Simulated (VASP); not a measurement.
Zn, 3 atoms in the cell. Symmetry: C2/m, No. 12, monoclinic system. Conventional cell: a = 4.536 Å, b = 2.617 Å, c = 7.472 Å, α = 90.00°, β = 102.30°, γ = 90.00°. Within 3.5 Å of Zn (site symmetry m) lie 12 Zn at 2.62 to 2.89 Å. Zn (site symmetry 2/m) has 12 Zn at 2.62 to 2.89 Å within 3.5 Å. 

- Program: VASP 6.6.1
- Task: single point
- Functional: LDA
- Potentials or basis: VASP PAW LDA potentials, release 64 (Zn)
- Cutoff: 520 eV
- k mesh: 10 × 10 × 3
- Occupations: gaussian, width 0.1 eV
- Spin: no spin polarisation
- Dipole correction: no
- Further INCAR settings: ALGO = Normal; EDIFF = 1e-06; NBANDS = 25

Potentials or basis: VASP PAW LDA potentials, release 64 (Zn).

Command:

```bash
$ cat potpaw_LDA.64/Zn/POTCAR > POTCAR
$ mpirun -np 1 vasp_std > vasp.out
```

Hardware: 1 thread of Intel(R) Xeon(R) Platinum 8559C (Emerald Rapids), on a shared host.

Problem. Estimate the wall time of this run.

Solution. Run time: 33 s on 1 thread of Intel(R) Xeon(R) Platinum 8559C (Emerald Rapids), on a shared host, peak memory 0.18 GiB. Counts: scf iterations 12, k points 86.
